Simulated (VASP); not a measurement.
Wanted: the native input for a VASP 6.6.1 run.

```
Task                   : single point
Functional             : RPBE
Potentials or basis    : VASP PAW PBE potentials, release 64 (Ag)
Cutoff                 : 520 eV
k mesh                 : 13 × 13 × 13
Occupations            : fermi-dirac, width 0.1 eV
Spin                   : no spin polarisation
Dipole correction      : no
Further INCAR settings : ALGO = Normal; EDIFF = 1e-06; NBANDS = 12
```

The structure of Ag lies in POSCAR:

```
Ag
1.0
    0.0000000000      2.1061994619      2.1061994619
    2.1061994619      0.0000000000      2.1061994619
    2.1061994619      2.1061994619      0.0000000000
Ag
1
Direct
    0.0000000000      0.0000000000      0.0000000000
```

One way to write it, as run:

INCAR

```
SYSTEM = Ag
ALGO = Normal ; EDIFF = 1E-6
ENCUT = 520 ; GGA = RP
ISIF = 2 ; ISMEAR = -1
LASPH = .True. ; LCHARG = .False.
LREAL = .False. ; LWAVE = .False.
NBANDS = 12 ; NELM = 100
PREC = Accurate ; SIGMA = 0.1
```

KPOINTS

```
k-points
0
Gamma
  13 13 13
  0 0 0
```

Potentials or basis: VASP PAW PBE potentials, release 64 (Ag).

Command:

```console
$ cat potpaw_PBE.64/Ag/POTCAR > POTCAR
$ mpirun -np 1 vasp_std > vasp.out
```

Results of the run:

```json
{
 "Pressure": "-0.1 GPa"
}
```

Caveat: the PAW data sets were made with another functional, which shifts forces and pressure a little.

It took 11 s on 1 thread of Intel(R) Xeon(R) Platinum 8259CL CPU @ 2.50GHz (Skylake/Cascade Lake), on a shared host, peak memory 0.15 GiB.
